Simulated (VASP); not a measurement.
Here is a VASP 6.6.1 calculation.

The input INCAR:

```
SYSTEM = W
PREC = Accurate
ENCUT = 600
EDIFF = 1E-7
ISMEAR = -1
SIGMA = 0.05
LREAL = .FALSE.
LASPH = .TRUE.
NELM = 60
ALGO = Normal
ISIF = 3
LWAVE = .FALSE.
LCHARG = .FALSE.
IBRION = 2
NSW = 80
EDIFFG = -0.005
```

KPOINTS

```
Automatic mesh
0
G
  12 12 12
  0 0 0
```

POSCAR

```
W
1.0
   -1.5823450000      1.5823450000      1.5823450000
    1.5823450000     -1.5823450000      1.5823450000
    1.5823450000      1.5823450000     -1.5823450000
W
1
Direct
    0.0000000000      0.0000000000      0.0000000000
```

Potentials or basis: VASP PAW LDA potentials, release 64 (W_sv).

Command:

```bash
$ cat potpaw_LDA.64/W_sv/POTCAR > POTCAR
$ mpirun -np 1 vasp_std > vasp.out
```

Question: Predict the relaxed cell.

Answer: a = 2.720 Å, b = 2.720 Å, c = 2.720 Å, α = 109.47°, β = 109.47°, γ = 109.47°.

Question: Estimate the relaxed volume.

Answer: 15.49 Å³/atom.

Question: What does it give for the band gap on the k mesh?

Answer: Zero (band 7 reaches 16.98 eV, above the bottom of band 8 at 10.37 eV).

The path:
```
step  energy change (eV)  largest force (eV/Å)  pressure (GPa)  volume (Å³)
   1              0.0000                0.0000           -7.20        15.85
   2              0.1043                0.0000           31.80        14.27
   3             -0.0082                0.0000           -0.24        15.50
   4             -0.0082                0.0000           -0.04        15.49
```

Caveat: spin-orbit coupling is left out, which moves the levels of the heavy elements. Zero-point motion and thermal expansion aren't in these numbers.
